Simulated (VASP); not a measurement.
# Ca (Im-3m) in VASP: single point with PBE+D4

Aim: the single point of Ca with PBE+D4.

All numbers are computed with VASP 6.6.1; they aren't measurements. Logs are shortened: lines on timing, memory, paths and dates and some standing lists are left out, and cuts for length are marked.

## Step 1: The cell of the first run

The structure is cubic, space group Im-3m (No. 229). The conventional cell has a = 4.419 Å, b = 4.419 Å, c = 4.419 Å, α = 90.00°, β = 90.00°, γ = 90.00°. Within 5.0 Å of Ca (site symmetry m-3m) lie 14 Ca at 3.83 to 4.42 Å.

This isn't the form of Ca at room conditions, which is fcc.

## Step 2: Single point, PBE+D4, collinear spin (43.16 Å³/atom)

Contents of INCAR:

```
PREC     = Accurate       # precision mode
ENCUT    = 520            # plane-wave cutoff, eV
EDIFF    = 1E-6           # SCF threshold, eV
ISMEAR   = -1             # smearing method
SIGMA    = 0.1            # smearing width, eV
LREAL    = F              # projectors in reciprocal space
LASPH    = T              # aspherical terms in the spheres
NELM     = 150            # most SCF steps
ALGO     = Fast           # electronic algorithm
ISIF     = 2              # what is computed and relaxed
LWAVE    = F              # write WAVECAR
LCHARG   = F              # write CHGCAR
ISPIN    = 2              # spin polarisation
MAGMOM   = 0.5            # initial moments
LORBIT   = 11             # projections on sites
GGA      = PE             # functional
IVDW     = 13             # dispersion correction
NBANDS   = 15             # bands
```

Contents of KPOINTS:

```
Automatic mesh
0
Gamma
  7 7 7
```

Contents of POSCAR:

```
Ca
1.0
   -2.2097260186      2.2097260186      2.2097260186
    2.2097260186     -2.2097260186      2.2097260186
    2.2097260186      2.2097260186     -2.2097260186
Ca
1
Direct
    0.0000000000      0.0000000000      0.0000000000
```

Potentials or basis: VASP PAW PBE potentials, release 64 (Ca_sv).

On the command line:

```bash
> cat potpaw_PBE.64/Ca_sv/POTCAR > POTCAR
> mpirun -np 1 vasp_std > vasp.out
```

OUTCAR:

```text
PREC = Accurate
   ENCUT = 520
   EDIFF = 1E-6
   ISMEAR = -1
   LREAL = F
   LASPH = T
   NELM = 150
   ISIF = 2
   ISPIN = 2
   LORBIT = 11
   GGA = PE
   IVDW = 13

 ion  position               nearest neighbor table
   1  0.000  0.000  0.000-

  LATTYP: Found a body centered cubic cell.
 ALAT       =     4.4194520372

  Lattice vectors:

 A1 = (  -2.2097260186,   2.2097260186,   2.2097260186)
 A2 = (   2.2097260186,  -2.2097260186,   2.2097260186)
 A3 = (   2.2097260186,   2.2097260186,  -2.2097260186)

Analysis of symmetry for initial positions (statically):
=====================================================================
 Subroutine PRICEL returns:
 Original cell was already a primitive cell.

 Routine SETGRP: Setting up the symmetry group for a
 body centered cubic supercell.

 Subroutine GETGRP returns: Found 48 space group operations
 (whereof 48 operations were pure point group operations)
 out of a pool of 48 trial point group operations.

The static configuration has the point symmetry O_h .

Analysis of symmetry for dynamics (positions and initial velocities):
=====================================================================
 Subroutine PRICEL returns:
 Original cell was already a primitive cell.

 Routine SETGRP: Setting up the symmetry group for a
 body centered cubic supercell.

 Subroutine GETGRP returns: Found 48 space group operations
 (whereof 48 operations were pure point group operations)
 out of a pool of 48 trial point group operations.

The dynamic configuration has the point symmetry O_h .

Analysis of structural, dynamic, and magnetic symmetry:
=====================================================================
 Subroutine PRICEL returns:
 Original cell was already a primitive cell.

 Routine SETGRP: Setting up the symmetry group for a
 body centered cubic supercell.

 Subroutine GETGRP returns: Found 48 space group operations
 (whereof 48 operations were pure point group operations)
 out of a pool of 48 trial point group operations.

The overall configuration has the point symmetry O_h .

 Subroutine INISYM returns: Found 48 space group operations
 (whereof 48 operations are pure point group operations),
 and found     1 'primitive' translations

----------------------------------------------------------------------------------------

                                     Primitive cell

  volume of cell :      43.1594

  direct lattice vectors                    reciprocal lattice vectors
    -2.209726019  2.209726019  2.209726019     0.000000000  0.226272396  0.226272396
     2.209726019 -2.209726019  2.209726019     0.226272396  0.000000000  0.226272396
     2.209726019  2.209726019 -2.209726019     0.226272396  0.226272396  0.000000000

  length of vectors
     3.827357735  3.827357735  3.827357735     0.319997491  0.319997491  0.319997491

  position of ions in fractional coordinates (direct lattice)
     0.000000000  0.000000000  0.000000000

  ion indices of the primitive-cell ions
   primitive index   ion index
                 1           1

----------------------------------------------------------------------------------------

 KPOINTS: Automatic mesh

Automatic generation of k-mesh.
 Grid dimensions read from file:
 generate k-points for:    7    7    7

 Generating k-lattice:

  Cartesian coordinates                     Fractional coordinates (reciprocal lattice)
     0.000000000  0.032324628  0.032324628     0.142857143  0.000000000  0.000000000
     0.032324628  0.000000000  0.032324628     0.000000000  0.142857143  0.000000000
     0.032324628  0.032324628  0.000000000     0.000000000  0.000000000  0.142857143

  Length of vectors
     0.045713927  0.045713927  0.045713927

  Shift w.r.t. Gamma in fractional coordinates (k-lattice)
     0.000000000  0.000000000  0.000000000

 Subroutine IBZKPT returns following result:
 ===========================================

 Found     20 irreducible k-points:

 Following reciprocal coordinates:
            Coordinates               Weight
  0.000000  0.000000  0.000000      1.000000
  0.142857  0.000000  0.000000     12.000000
  0.285714  0.000000  0.000000     12.000000
  0.428571  0.000000  0.000000     12.000000
  0.142857  0.142857  0.000000     24.000000
  0.285714  0.142857 -0.000000     48.000000
[... 12 lines left out ...]
 -0.428571 -0.428571  0.285714      8.000000
 -0.428571  0.428571  0.428571      6.000000
   k-points           NKPTS =     20   k-points in BZ     NKDIM =     20   number of bands    NBANDS=     15
   number of dos      NEDOS =    301   number of ions     NIONS =      1
   total plane-waves  NPLWV =  21952
   dimension x,y,z NGX =    28 NGY =   28 NGZ =   28
   dimension x,y,z NGXF=    56 NGYF=   56 NGZF=   56
   ions per type =               1
   NGX,Y,Z   is equivalent  to a cutoff of  12.16, 12.16, 12.16 a.u.
   NGXF,Y,Z  is equivalent  to a cutoff of  24.32, 24.32, 24.32 a.u.
 SYSTEM =  unknown system
   PREC   = accura    normal or accurate (medium, high low for compatibility)
   ISTART =      0    job   : 0-new  1-cont  2-samecut
   ICHARG =      2    charge: 1-file 2-atom 10-const
   ISPIN  =      2    spin polarized calculation?
   LNONCOLLINEAR =      F non collinear calculations
   LSORBIT =      F    spin-orbit coupling
   LASPH  =      T    aspherical Exc in radial PAW
   ENCUT  =  520.0 eV  38.22 Ry    6.18 a.u.   7.12  7.12  7.12*2*pi/ulx,y,z
   NELM   =    150;   NELMIN=  2; NELMDL= -5     # of ELM steps
   EDIFF  = 0.1E-05   stopping-criterion for ELM
   LREAL  =      F    real-space projection
   EDIFFG = 0.1E-04   stopping-criterion for IOM
   NSW    =      0    number of steps for IOM
   IBRION =     -1    ionic relax: 0-MD 1-quasi-New 2-CG
   NFREE  =      0    steps in history (QN), initial steepest desc. (CG)
   ISIF   =      2    stress and relaxation
   ISYM   =      2    0-nonsym 1-usesym 2-fastsym
   POTIM  = 0.5000    time-step for ionic-motion
   TEBEG  =    0.0;   TEEND  =   0.0 temperature during run
   PSTRESS=    0.0 pullay stress
   NELECT =      10.0000    total number of electrons
   NUPDOWN=      -1.0000    fix difference up-down
   EMIN   =  10.00;   EMAX   =-10.00  energy-range for DOS
   EFERMI =   0.00;   METHOD = LEGACY
   ISMEAR =    -1;   SIGMA  =   0.10  broadening in eV -4-tet -1-fermi 0-gaus
   EFERMI_NEDOS =   21; number of points for ismear=-14 and -15
   IALGO  =     68    algorithm
   IMIX   =      4    mixing-type and parameters
     AMIX     =   0.40;   BMIX     =  1.00
     AMIX_MAG =   1.60;   BMIX_MAG =  1.00
  volume/ion in A,a.u.               =      43.16       291.25
  Fermi-wavevector in a.u.,A,eV,Ry     =   1.005502  1.900124 13.755965  1.011035
  Thomas-Fermi vector in A             =   2.138186
   LORBIT       =     11    0 simple, 1 ext, 2 COOP (PROOUT), +10 PAW based schemes
   GGA     = PE    functional components
   LHFCALC =     F    Hartree Fock is set to
   AEXX    =    0.0000 exact exchange contribution
   IVDW    =    13    specifies the selected vdW correction
   LEPSILON=     F    determine dielectric tensor
   LRPA    =     F    only Hartree local field effects (RPA)
 spin polarized calculation
 RMM-DIIS sequential band-by-band and
  energy-cutoff  :      520.00
  volume of cell :       43.16
 maximum number of plane-waves:      1172
   NGX = 15   NGY = 15   NGZ = 15

 number of electron      10.0000000 magnetization       0.5000000

 number of electron       9.9999999 magnetization       0.0020793

 number of electron       9.9999999 magnetization      -0.0001731

 Free energy of the ion-electron system (eV)
  ---------------------------------------------------
  ext. energy  EPLUGINS =         0.00000000
  ---------------------------------------------------
  free energy    TOTEN  =        -1.93987985 eV

  energy without entropy =       -1.89275993  energy(sigma->0) =       -1.91631989

 E-fermi :   1.8976     XC(G=0):  -7.6659

 val. band max:        1.8970004189   @ k =   0.4286   0.1429   0.0000
 cond. band min:       1.9386292256   @ k =  -0.4286  -0.4286   0.1429
 fundamental gap:      0.0416288067
 Fermi energy:         1.8976273414

 spin component 1

 k-point     1 :       0.0000    0.0000    0.0000
  band No.  band energies     occupation
      1     -40.1934      1.00000
      2     -21.1116      1.00000
      3     -21.1116      1.00000
      4     -21.1116      1.00000
      5      -2.1086      1.00000
      6       4.1830      0.00000
      7       4.1830      0.00000
      8       4.1830      0.00000
      9       5.2128      0.00000
     10       5.2128      0.00000
     11      12.0078      0.00000
     12      12.0078      0.00000
     13      12.0078      0.00000
     14      15.1753      0.00000
     15      15.1754      0.00000
[... 325 lines left out ...]
 k-point    20 :      -0.4286    0.4286    0.4286
  band No.  band energies     occupation
      1     -40.1708      1.00000
      2     -21.2042      1.00000
      3     -21.2002      1.00000
      4     -21.2002      1.00000
      5       1.8903      0.51821
      6       2.1100      0.10679
      7       5.0607      0.00000
      8       5.0607      0.00000
      9       5.3085      0.00000
     10       5.8902      0.00000
     11       6.8922      0.00000
     12       6.8922      0.00000
     13       9.7154      0.00000
     14      11.1210      0.00000
     15      11.5170      0.00000
 Fermi energy:         1.8976273414

 spin component 2

 k-point     1 :       0.0000    0.0000    0.0000
  band No.  band energies     occupation
      1     -40.1934      1.00000
      2     -21.1116      1.00000
      3     -21.1116      1.00000
      4     -21.1116      1.00000
      5      -2.1088      1.00000
      6       4.1830      0.00000
      7       4.1830      0.00000
      8       4.1830      0.00000
      9       5.2127      0.00000
     10       5.2127      0.00000
     11      12.0076      0.00000
     12      12.0076      0.00000
     13      12.0076      0.00000
     14      15.1753      0.00000
     15      15.1769      0.00000
[... 325 lines left out ...]
 k-point    20 :      -0.4286    0.4286    0.4286
  band No.  band energies     occupation
      1     -40.1708      1.00000
      2     -21.2042      1.00000
      3     -21.2002      1.00000
      4     -21.2002      1.00000
      5       1.8902      0.51863
      6       2.1099      0.10695
      7       5.0606      0.00000
      8       5.0606      0.00000
      9       5.3084      0.00000
     10       5.8902      0.00000
     11       6.8921      0.00000
     12       6.8921      0.00000
     13       9.7153      0.00000
     14      11.1209      0.00000
     15      11.5169      0.00000

------------------------ aborting loop because EDIFF is reached ----------------------------------------

  DFT-D4 for vdW energy calculation

  Edisp (eV):   -0.17156

  FORCE on cell =-STRESS in cart. coord.  units (eV):
  Direction    XX          YY          ZZ          XY          YZ          ZX
  --------------------------------------------------------------------------------------
  -------------------------------------------------------------------------------------
  Total      -0.25743    -0.25743    -0.25743    -0.00000     0.00000    -0.00000
  in kB      -9.55640    -9.55640    -9.55640    -0.00000     0.00000    -0.00000
  external pressure =       -9.56 kB  Pullay stress =        0.00 kB

 VOLUME and BASIS-vectors are now :
 -----------------------------------------------------------------------------
  energy-cutoff  :      520.00
  volume of cell :       43.16
      direct lattice vectors                 reciprocal lattice vectors
    -2.209726019  2.209726019  2.209726019     0.000000000  0.226272396  0.226272396
     2.209726019 -2.209726019  2.209726019     0.226272396  0.000000000  0.226272396
     2.209726019  2.209726019 -2.209726019     0.226272396  0.226272396  0.000000000

 POSITION                                       TOTAL-FORCE (eV/Angst)
 -----------------------------------------------------------------------------------
      0.00000      0.00000      0.00000         0.000000      0.000000      0.000000
 -----------------------------------------------------------------------------------
    total drift:                               -0.000000     -0.000000     -0.000000

  FREE ENERGIE OF THE ION-ELECTRON SYSTEM (eV)
  ---------------------------------------------------
  free  energy   TOTEN  =        -2.1114379355 eV

  energy  without entropy=       -2.0643180137  energy(sigma->0) =       -2.08787797

 total charge

# of ion       s       p       d       tot
------------------------------------------
    1        2.083   5.832   0.156   8.071

 magnetization (x)

# of ion       s       p       d       tot
------------------------------------------
    1       -0.000  -0.000  -0.000  -0.000
```

Run time: 16 s. Hardware: 1 thread of Intel Xeon Platinum 8488C (Sapphire Rapids), shared host; peak memory 0.17 GiB.

What came out:

```
Free energy                                           : -2.1114 eV
Pressure                                              : -1.0 GPa
Band gap on the k mesh                                : zero (filled and empty bands overlap)
Net moment                                            : 0.00 μB per cell
Valence electrons inside the program's atomic spheres : Ca 8.07
Dispersion energy per atom                            : -0.172 eV
```

Levels at points of the mesh, in eV from the Fermi level:
Spin up:
```
           k point  band 1  band 2  band 3  band 4  band 5  band 6  band 7  band 8  band 9  band 10
(0.00, 0.00, 0.00)  -42.09  -23.01  -23.01  -23.01   -4.01    2.29    2.29    2.29    3.32     3.32
```
Spin down:
```
           k point  band 1  band 2  band 3  band 4  band 5  band 6  band 7  band 8  band 9  band 10
(0.00, 0.00, 0.00)  -42.09  -23.01  -23.01  -23.01   -4.01    2.29    2.29    2.29    3.32     3.32
```

The gap in the log of VASP goes by the Fermi energy; the results here count the filled bands.